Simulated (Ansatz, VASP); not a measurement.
# AlCo3: VASP beside Ansatz

The input POSCAR:

```
AlCo3
1.0
    3.5749480000      0.0000000000      0.0000000000
    0.0000000000      3.5749480000      0.0000000000
    0.0000000000      0.0000000000      3.5749480000
Al Co
1 3
Direct
    0.0000000000      0.0000000000      0.0000000000
    0.5000000000      0.5000000000      0.0000000000
    0.5000000000      0.0000000000      0.5000000000
    0.0000000000      0.5000000000      0.5000000000
```

Contents of INCAR.step1:

```
SYSTEM = AlCo3
PREC     = Accurate       ! precision mode
ENCUT    = 520            ! plane-wave cutoff, eV
ISMEAR   = 1              ! smearing method
SIGMA    = 0.2            ! smearing width, eV
LREAL    = .FALSE.        ! projectors in reciprocal space
LASPH    = .TRUE.         ! aspherical terms in the spheres
NELM     = 150            ! most SCF steps
ISPIN    = 2              ! spin polarisation
MAGMOM   = 0 1.76 1.76 1.76 ! initial moments
LMAXMIX  = 4              ! l up to which the mixer works
NBANDS   = 27             ! bands
GGA      = PE             ! functional
ALGO     = Normal         ! electronic algorithm
EDIFF    = 1E-4           ! SCF threshold, eV
LWAVE    = .TRUE.         ! write WAVECAR
LCHARG   = .FALSE.        ! write CHGCAR
```

Contents of INCAR.step2:

```
SYSTEM = AlCo3
PREC     = Accurate       ! precision mode
ENCUT    = 520            ! plane-wave cutoff, eV
EDIFF    = 1E-6           ! SCF threshold, eV
ISMEAR   = 1              ! smearing method
SIGMA    = 0.2            ! smearing width, eV
LREAL    = .FALSE.        ! projectors in reciprocal space
LASPH    = .TRUE.         ! aspherical terms in the spheres
NELM     = 150            ! most SCF steps
ALGO     = Normal         ! electronic algorithm
ISIF     = 2              ! what is computed and relaxed
LWAVE    = .FALSE.        ! write WAVECAR
LCHARG   = .FALSE.        ! write CHGCAR
ISPIN    = 2              ! spin polarisation
MAGMOM   = 0 1.76 1.76 1.76 ! initial moments
LORBIT   = 11             ! projections on sites
LMAXMIX  = 4              ! l up to which the mixer works
METAGGA  = R2SCAN         ! meta-GGA
LMIXTAU  = .TRUE.       
NBANDS   = 27             ! bands
ISTART   = 1
```

KPOINTS

```
regular mesh
0
G
  12 12 12
  0 0 0
```

Input for Ansatz:

```yaml
crystal:
  lattice:
    - [3.574948, 0.0, 0.0]
    - [0.0, 3.574948, 0.0]
    - [0.0, 0.0, 3.574948]
  atoms:
    - { symbol: Al, position: [0.0, 0.0, 0.0] }
    - { symbol: Co, position: [0.5, 0.5, 0.0], spin: 1.76 }
    - { symbol: Co, position: [0.5, 0.0, 0.5], spin: 1.76 }
    - { symbol: Co, position: [0.0, 0.5, 0.5], spin: 1.76 }
basis:
  ecutwfc: 500
kpoints:
  mp_grid: { grid: [12, 12, 12] }
hamiltonian:
  xc: r2scan
scf:
  occupations: { method: cold, width: 0.2 }
output:
  forces: true
  stress: true
  eigenvalues: true
  populations: true
magnetization:
  spin_polarized: true
```

Alike in both runs: task single point; functional r2SCAN; k mesh 12 × 12 × 12; collinear spin.

|  | VASP | Ansatz |
| --- | --- | --- |
| version | VASP 6.6.1 | Ansatz 0.2.0 |
| potentials or method | VASP PAW PBE potentials, release 64 (Al, Co), cutoff 520 eV | scalar-relativistic, plane waves, PAW |
| occupations | methfessel-paxton of order 1, width 0.2 eV | cold, width 0.2 eV |
| valence electrons in the cell | 30 | 54 |

Ansatz gave:

- gap on the k mesh at the Fermi level (eV): none
- pressure (GPa): 1.5
- net moment per atom (μB): 1.13
- size of the moment on the site where the two differ most (μB): 0.06

Problem. What did VASP give for the same quantities?

Solution. gap on the k mesh at the Fermi level (eV): none; pressure (GPa): 1.3; net moment per atom (μB): 1.13; size of the moment on the site where the two differ most (μB): 0.04.

VASP's potentials were made for PBE, not for r2SCAN. Site moments also hang on the region over which each program counts them. A gap of «none» marks a metal or a gap that the smearing closes. VASP's potentials hold 30 valence electrons a cell and Ansatz's 54, so a difference there can come from the potentials and not from the codes. Ansatz's warnings: stability check not made.
